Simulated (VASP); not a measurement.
# CdSe in VASP: notebook

Runs on CdSe. Level: PBEsol. Tasks: single point.

Program: VASP 6.6.1. These are calculated values, not measurements. Logs are shortened: lines on timing, memory, paths and dates and some standing lists are left out, and cuts for length are marked.

### 1 The cell of the first run

Symmetry: Fm-3m, No. 225, cubic system. Conventional cell: a = 5.686 Å, b = 5.686 Å, c = 5.686 Å, α = 90.00°, β = 90.00°, γ = 90.00°. Cd (site symmetry m-3m) has 6 Se at 2.84 Å within 3.7 Å. Within 3.7 Å of Se (site symmetry m-3m) lie 6 Cd at 2.84 Å.

### 2 Single point, PBEsol (strained)

The input, INCAR:

```
PREC = Accurate
ENCUT = 500
EDIFF = 1E-6
ISMEAR = 0
SIGMA = 0.1
LREAL = F
LASPH = T
NELM = 120
ALGO = Normal
ISIF = 2
LWAVE = F
LCHARG = F
GGA = PS
NBANDS = 16
GGA_COMPAT = F
```

The input, KPOINTS:

```
Automatic mesh
0
Gamma
  12 12 12
```

The input, POSCAR:

```
CdSe
1.0
    0.0000000000      2.8430916911      2.8430916911
    2.8430916911      0.0000000000      2.8430916911
    2.8430916911      2.8430916911      0.0000000000
Cd Se
1 1
Direct
    0.0000000000      0.0000000000      0.0000000000
    0.5000000000      0.5000000000      0.5000000000
```

Potentials or basis: VASP PAW PBE potentials, release 64 (Cd, Se).

Started as:

```console
cat potpaw_PBE.64/Cd/POTCAR potpaw_PBE.64/Se/POTCAR > POTCAR
mpirun -np 1 vasp_std > vasp.out
```

OUTCAR:

```text
PREC = Accurate
   ENCUT = 500
   EDIFF = 1E-6
   ISMEAR = 0
   LREAL = F
   LASPH = T
   NELM = 120
   ISIF = 2
   GGA = PS

 ion  position               nearest neighbor table
   1  0.000  0.000  0.000-   2 2.84   2 2.84   2 2.84   2 2.84   2 2.84   2 2.84
   2  0.500  0.500  0.500-   1 2.84   1 2.84   1 2.84   1 2.84   1 2.84   1 2.84

  LATTYP: Found a face centered cubic cell.
 ALAT       =     5.6861833822

  Lattice vectors:

 A1 = (   0.0000000000,   2.8430916911,   2.8430916911)
 A2 = (   2.8430916911,   0.0000000000,   2.8430916911)
 A3 = (   2.8430916911,   2.8430916911,   0.0000000000)

Analysis of symmetry for initial positions (statically):
=====================================================================
 Subroutine PRICEL returns:
 Original cell was already a primitive cell.

 Routine SETGRP: Setting up the symmetry group for a
 face centered cubic supercell.

 Subroutine GETGRP returns: Found 48 space group operations
 (whereof 48 operations were pure point group operations)
 out of a pool of 48 trial point group operations.

The static configuration has the point symmetry O_h .

Analysis of symmetry for dynamics (positions and initial velocities):
=====================================================================
 Subroutine PRICEL returns:
 Original cell was already a primitive cell.

 Routine SETGRP: Setting up the symmetry group for a
 face centered cubic supercell.

 Subroutine GETGRP returns: Found 48 space group operations
 (whereof 48 operations were pure point group operations)
 out of a pool of 48 trial point group operations.

The dynamic configuration has the point symmetry O_h .

 Subroutine INISYM returns: Found 48 space group operations
 (whereof 48 operations are pure point group operations),
 and found     1 'primitive' translations

----------------------------------------------------------------------------------------

                                     Primitive cell

  volume of cell :      45.9624

  direct lattice vectors                    reciprocal lattice vectors
     0.000000000  2.843091691  2.843091691    -0.175864887  0.175864887  0.175864887
     2.843091691  0.000000000  2.843091691     0.175864887 -0.175864887  0.175864887
     2.843091691  2.843091691  0.000000000     0.175864887  0.175864887 -0.175864887

  length of vectors
     4.020738829  4.020738829  4.020738829     0.304606920  0.304606920  0.304606920

  position of ions in fractional coordinates (direct lattice)
     0.000000000  0.000000000  0.000000000
     0.500000000  0.500000000  0.500000000

  ion indices of the primitive-cell ions
   primitive index   ion index
                 1           1
                 2           2

----------------------------------------------------------------------------------------

 KPOINTS: Automatic mesh

Automatic generation of k-mesh.
 Grid dimensions read from file:
 generate k-points for:   12   12   12

 Generating k-lattice:

  Cartesian coordinates                     Fractional coordinates (reciprocal lattice)
    -0.014655407  0.014655407  0.014655407     0.083333333  0.000000000  0.000000000
     0.014655407 -0.014655407  0.014655407     0.000000000  0.083333333  0.000000000
     0.014655407  0.014655407 -0.014655407     0.000000000  0.000000000  0.083333333

  Length of vectors
     0.025383910  0.025383910  0.025383910

  Shift w.r.t. Gamma in fractional coordinates (k-lattice)
     0.000000000  0.000000000  0.000000000

 Subroutine IBZKPT returns following result:
 ===========================================

 Found     72 irreducible k-points:

 Following reciprocal coordinates:
            Coordinates               Weight
  0.000000  0.000000  0.000000      1.000000
  0.083333  0.000000  0.000000      8.000000
  0.166667  0.000000  0.000000      8.000000
  0.250000  0.000000  0.000000      8.000000
  0.333333  0.000000  0.000000      8.000000
  0.416667  0.000000  0.000000      8.000000
[... 16 lines left out ...]
  0.500000  0.166667  0.000000     24.000000
 -0.416667  0.166667  0.000000     24.000000
 [... further k-points ...]
   k-points           NKPTS =     72   k-points in BZ     NKDIM =     72   number of bands    NBANDS=     16
   number of dos      NEDOS =    301   number of ions     NIONS =      2
   total plane-waves  NPLWV =  27000
   dimension x,y,z NGX =    30 NGY =   30 NGZ =   30
   dimension x,y,z NGXF=    60 NGYF=   60 NGZF=   60
   ions per type =               1   1
   NGX,Y,Z   is equivalent  to a cutoff of  12.40, 12.40, 12.40 a.u.
   NGXF,Y,Z  is equivalent  to a cutoff of  24.81, 24.81, 24.81 a.u.
 SYSTEM =  unknown system
   PREC   = accura    normal or accurate (medium, high low for compatibility)
   ISTART =      0    job   : 0-new  1-cont  2-samecut
   ICHARG =      2    charge: 1-file 2-atom 10-const
   ISPIN  =      1    spin polarized calculation?
   LNONCOLLINEAR =      F non collinear calculations
   LSORBIT =      F    spin-orbit coupling
   LASPH  =      T    aspherical Exc in radial PAW
   ENCUT  =  500.0 eV  36.75 Ry    6.06 a.u.   7.33  7.33  7.33*2*pi/ulx,y,z
   NELM   =    120;   NELMIN=  2; NELMDL= -5     # of ELM steps
   EDIFF  = 0.1E-05   stopping-criterion for ELM
   LREAL  =      F    real-space projection
   EDIFFG = 0.1E-04   stopping-criterion for IOM
   NSW    =      0    number of steps for IOM
   IBRION =     -1    ionic relax: 0-MD 1-quasi-New 2-CG
   NFREE  =      0    steps in history (QN), initial steepest desc. (CG)
   ISIF   =      2    stress and relaxation
   ISYM   =      2    0-nonsym 1-usesym 2-fastsym
   POTIM  = 0.5000    time-step for ionic-motion
   TEBEG  =    0.0;   TEEND  =   0.0 temperature during run
   PSTRESS=    0.0 pullay stress
   NELECT =      18.0000    total number of electrons
   NUPDOWN=      -1.0000    fix difference up-down
   EMIN   =  10.00;   EMAX   =-10.00  energy-range for DOS
   EFERMI =   0.00;   METHOD = LEGACY
   ISMEAR =     0;   SIGMA  =   0.10  broadening in eV -4-tet -1-fermi 0-gaus
   EFERMI_NEDOS =   21; number of points for ismear=-14 and -15
   IALGO  =     38    algorithm
   IMIX   =      4    mixing-type and parameters
     AMIX     =   0.40;   BMIX     =  1.00
     AMIX_MAG =   1.60;   BMIX_MAG =  1.00
  volume/ion in A,a.u.               =      22.98       155.08
  Fermi-wavevector in a.u.,A,eV,Ry     =   1.197746  2.263412 19.518863  1.434596
  Thomas-Fermi vector in A             =   2.333653
   LORBIT       =      0    0 simple, 1 ext, 2 COOP (PROOUT), +10 PAW based schemes
   GGA     = PS    functional components
   LHFCALC =     F    Hartree Fock is set to
   AEXX    =    0.0000 exact exchange contribution
   IVDW    =     0    specifies the selected vdW correction
   LEPSILON=     F    determine dielectric tensor
   LRPA    =     F    only Hartree local field effects (RPA)
 non-spin polarized calculation
 Gauss-broadening in eV      SIGMA  =   0.10
  energy-cutoff  :      500.00
  volume of cell :       45.96
 maximum number of plane-waves:      1211
 NGX is ok and might be reduce to    30
   NGX = 15   NGY = 15   NGZ = 15

 number of electron      17.9999999 magnetization

 Free energy of the ion-electron system (eV)
  ---------------------------------------------------
  ext. energy  EPLUGINS =         0.00000000
  ---------------------------------------------------
  free energy    TOTEN  =        -5.98637257 eV

  energy without entropy =       -5.98291236  energy(sigma->0) =       -5.98464246

 E-fermi :   2.4258     XC(G=0): -10.3442

 val. band max:        2.4047982611   @ k =  -0.2500   0.1667   0.0000
 cond. band min:       2.5119166454   @ k =   0.0000   0.0000   0.0000
 fundamental gap:      0.1071183844
 Fermi energy:         2.4257777049

 k-point     1 :       0.0000    0.0000    0.0000
  band No.  band energies     occupation
      1     -10.7057      2.00000
      2      -5.5118      2.00000
      3      -5.5118      2.00000
      4      -5.4923      2.00000
      5      -5.4923      2.00000
      6      -5.4923      2.00000
[... 8 lines left out ...]
     15      12.2577      0.00000
     16      12.2577      0.00000

 k-point     2 :       0.0833    0.0000    0.0000
  band No.  band energies     occupation
      1     -10.6519      2.00000
      2      -5.5276      2.00000
      3      -5.5276      2.00000
      4      -5.4971      2.00000
      5      -5.4837      2.00000
      6      -5.4837      2.00000
[... 8 lines left out ...]
     15      11.8365      0.00000
     16      12.1357      0.00000

 k-point     3 :       0.1667    0.0000    0.0000
  band No.  band energies     occupation
      1     -10.4983      2.00000
      2      -5.5740      2.00000
      3      -5.5740      2.00000
      4      -5.5132      2.00000
      5      -5.4561      2.00000
      6      -5.4561      2.00000
[... 8 lines left out ...]
     15      11.9798      0.00000
     16      11.9798      0.00000

 k-point     4 :       0.2500    0.0000    0.0000
  band No.  band energies     occupation
      1     -10.2695      2.00000
      2      -5.6367      2.00000
      3      -5.6367      2.00000
      4      -5.5450      2.00000
      5      -5.4174      2.00000
      6      -5.4174      2.00000
[... 8 lines left out ...]
     15      12.6257      0.00000
     16      12.6257      0.00000

 k-point     5 :       0.3333    0.0000    0.0000
  band No.  band energies     occupation
      1     -10.0123      2.00000
      2      -5.6979      2.00000
      3      -5.6979      2.00000
      4      -5.5956      2.00000
      5      -5.3780      2.00000
      6      -5.3780      2.00000
[... 8 lines left out ...]
     15      13.5468      0.00000
     16      13.5468      0.00000

 k-point     6 :       0.4167    0.0000    0.0000
  band No.  band energies     occupation
      1      -9.8000      2.00000
      2      -5.7419      2.00000
      3      -5.7419      2.00000
      4      -5.6530      2.00000
      5      -5.3489      2.00000
      6      -5.3489      2.00000
[... 8 lines left out ...]
     15      14.6270      0.00000
     16      14.6270      0.00000

 k-point     7 :       0.5000    0.0000    0.0000
  band No.  band energies     occupation
      1      -9.7157      2.00000
      2      -5.7578      2.00000
      3      -5.7578      2.00000
      4      -5.6805      2.00000
      5      -5.3382      2.00000
      6      -5.3382      2.00000
[... 8 lines left out ...]
     15      15.3371      0.00000
     16      15.3371      0.00000

 k-point     8 :       0.0833    0.0833    0.0000
  band No.  band energies     occupation
      1     -10.6351      2.00000
      2      -5.5513      2.00000
      3      -5.5061      2.00000
      4      -5.5004      2.00000
      5      -5.4825      2.00000
      6      -5.4825      2.00000
[... 8 lines left out ...]
     15      12.9120      0.00000
     16      12.9120      0.00000

 k-point     9 :       0.1667    0.0833    0.0000
  band No.  band energies     occupation
      1     -10.5180      2.00000
      2      -5.5959      2.00000
      3      -5.5265      2.00000
      4      -5.5110      2.00000
      5      -5.4662      2.00000
      6      -5.4552      2.00000
[... 8 lines left out ...]
     15      12.8791      0.00000
     16      12.9566      0.00000
[... 172 lines left out ...]
 k-point    19 :       0.1667    0.1667    0.0000
  band No.  band energies     occupation
      1     -10.4464      2.00000
      2      -5.6261      2.00000
      3      -5.5225      2.00000
      4      -5.4905      2.00000
      5      -5.4528      2.00000
      6      -5.4528      2.00000
[... 8 lines left out ...]
     15      14.2341      0.00000
     16      14.2341      0.00000

 k-point    20 :       0.2500    0.1667    0.0000
  band No.  band energies     occupation
      1     -10.2963      2.00000
      2      -5.6494      2.00000
      3      -5.5359      2.00000
      4      -5.5128      2.00000
      5      -5.4292      2.00000
      6      -5.4130      2.00000
[... 8 lines left out ...]
     15      14.2260      0.00000
     16      14.3406      0.00000

 k-point    21 :       0.3333    0.1667    0.0000
  band No.  band energies     occupation
      1     -10.0975      2.00000
      2      -5.6544      2.00000
      3      -5.5647      2.00000
      4      -5.5507      2.00000
      5      -5.3983      2.00000
      6      -5.3686      2.00000
[... 8 lines left out ...]
     15      14.3878      0.00000
     16      14.7254      0.00000

 k-point    22 :       0.4167    0.1667    0.0000
  band No.  band energies     occupation
      1      -9.8977      2.00000
      2      -5.6358      2.00000
      3      -5.6255      2.00000
      4      -5.5734      2.00000
      5      -5.3630      2.00000
      6      -5.3380      2.00000
[... 8 lines left out ...]
     15      14.9414      0.00000
     16      15.5494      0.00000

 k-point    23 :       0.5000    0.1667    0.0000
  band No.  band energies     occupation
      1      -9.7571      2.00000
      2      -5.6797      2.00000
      3      -5.6088      2.00000
      4      -5.5998      2.00000
      5      -5.3302      2.00000
      6      -5.3282      2.00000
[... 8 lines left out ...]
     15      15.4386      0.00000
     16      15.5710      0.00000

 k-point    24 :      -0.4167    0.1667    0.0000
  band No.  band energies     occupation
      1      -9.7280      2.00000
      2      -5.7151      2.00000
      3      -5.6465      2.00000
      4      -5.5647      2.00000
      5      -5.3399      2.00000
      6      -5.3109      2.00000
[... 8 lines left out ...]
     15      14.3847      0.00000
     16      14.7622      0.00000

 [... further k-points ...]

------------------------ aborting loop because EDIFF is reached ----------------------------------------

  FORCE on cell =-STRESS in cart. coord.  units (eV):
  Direction    XX          YY          ZZ          XY          YZ          ZX
  --------------------------------------------------------------------------------------
  -------------------------------------------------------------------------------------
  Total       -0.4766665     -0.4766665     -0.4766665     -0.0000000      0.0000000      0.0000000
  in kB      -16.6158514    -16.6158514    -16.6158514     -0.0000000      0.0000000      0.0000000
  external PRESSURE =     -16.6158514 kB  Pullay stress =       0.0000000 kB

 VOLUME and BASIS-vectors are now :
 -----------------------------------------------------------------------------
  energy-cutoff  :      500.00
  volume of cell :       45.96
      direct lattice vectors                 reciprocal lattice vectors
     0.000000000  2.843091691  2.843091691    -0.175864887  0.175864887  0.175864887
     2.843091691  0.000000000  2.843091691     0.175864887 -0.175864887  0.175864887
     2.843091691  2.843091691  0.000000000     0.175864887  0.175864887 -0.175864887

 POSITION                                       TOTAL-FORCE (eV/Angst)
 -----------------------------------------------------------------------------------
      0.00000      0.00000      0.00000         0.000000     -0.000000     -0.000000
      2.84309      2.84309      2.84309         0.000000      0.000000      0.000000
 -----------------------------------------------------------------------------------
    total drift:                               -0.000000      0.000000      0.000000

  FREE ENERGIE OF THE ION-ELECTRON SYSTEM (eV)
  ---------------------------------------------------
  free  energy   TOTEN  =        -5.9863725700 eV

  energy  without entropy=       -5.9829123551  energy(sigma->0) =       -5.98464246
```

Run time: 57 s. Hardware: 1 thread of Intel Xeon 8259CL, shared host; peak memory 0.2 GiB.

Results:

```
Free energy            : -5.9864 eV
Pressure               : -1.7 GPa
Band gap on the k mesh : zero (bands 9 and 10 overlap by 0.53 eV)
```

Levels at points of the mesh, in eV from the Fermi level:
```csv
k point,band 7,band 8,band 9,band 10,band 11,band 12
"(0.00, 0.00, 0.00)",-0.68,-0.68,-0.68,0.09,8.60,8.60
"(0.50, 0.00, 0.00)",-5.14,-0.05,-0.05,2.87,5.17,5.17
"(0.50, 0.50, 0.00)",-4.35,-2.20,-2.20,-0.55,5.31,9.82
```

Caveat: the cell differs from its parent crystal (strained); semilocal functionals underestimate gaps, so a narrow gap can read as zero; the PAW data sets were made with another functional, which shifts forces and pressure a little.

(Part 1 of 2 ends here.)
